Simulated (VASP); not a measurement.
Input of a VASP 6.6.1 run:

The input INCAR:

```
ALGO = Fast ; EDIFF = 1E-7
ENCUT = 520 ; GGA = PE
ISIF = 2 ; ISMEAR = 0
LASPH = T ; LCHARG = F
LREAL = F ; LWAVE = F
NBANDS = 10 ; NELM = 100
PREC = Accurate ; SIGMA = 0.15
```

File KPOINTS:

```
k-points
0
Gamma
  12 12 12
```

Contents of POSCAR:

```
Cs
1.0
   -3.1434000000      3.1434000000      2.7807000000
    3.1434000000     -3.1434000000      2.7807000000
    3.1434000000      3.1434000000     -2.7807000000
Cs
1
Direct
    0.0000000000      0.0000000000      0.0000000000
```

Potentials or basis: VASP PAW PBE potentials, release 64 (Cs_sv).

Launch:

```bash
$ cat potpaw_PBE.64/Cs_sv/POTCAR > POTCAR
$ mpirun -np 1 vasp_std > vasp.out
```

Q: What does it give for the pressure?

A: 0.1 GPa.

Stress tensor (GPa, compression positive):
```
0.10 0.00 0.00
0.00 0.10 0.00
0.00 0.00 0.21
```

Caveat: the cell differs from its parent crystal (strain +0.040 along x and y, -0.080 along z).
